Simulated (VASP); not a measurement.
Crystal: Sn3C.

```xyz
4
Lattice="4.3587 0.0000 0.0000 0.0000 4.3587 0.0000 0.0000 0.0000 4.3587" Properties=species:S:1:pos:R:3 pbc="T T T"
Sn    0.0000    2.1794    2.1794
Sn    2.1794    0.0000    2.1794
Sn    2.1794    2.1794    0.0000
C     0.0000    0.0000    0.0000
```

| Item | Value |
| --- | --- |
| Program | VASP 6.6.1 |
| Task | relaxation of cell and atoms |
| Functional | PBE |
| Potentials or basis | VASP PAW PBE potentials, release 64 (Sn_d, C) |
| Cutoff | 600 eV |
| k mesh | 4 × 4 × 4 |
| Occupations | gaussian, width 0.1 eV |
| Spin | no spin polarisation |

At the start: pressure 6.6 GPa; volume 20.70 Å³/atom.

**Question.** Where does the relaxation end?

**Answer.** Over 3 steps the energy falls by 38.8 meV/atom and the volume is 22.72 Å³/atom (+9.8 %); space group Pm-3m (No. 221, to 0.05 Å).

The path:
```
step  energy change (eV)  largest force (eV/Å)  pressure (GPa)  volume (Å³)
   1              0.0000                0.0000            6.56        82.81
   2             -0.1431                0.0000           -1.53        93.38
   3             -0.1552                0.0000           -0.02        90.89
```

Final structure:
```
Sn C
1.0
     4.49618    0.00000    0.00000
     0.00000    4.49618    0.00000
     0.00000    0.00000    4.49618
Sn C
3 1
Cartesian
  0.0000 2.2481 2.2481
  2.2481 0.0000 2.2481
  2.2481 2.2481 0.0000
  0.0000 0.0000 0.0000
```

Caveat: the k points lie up to 0.35 Å⁻¹ apart in the final cell.
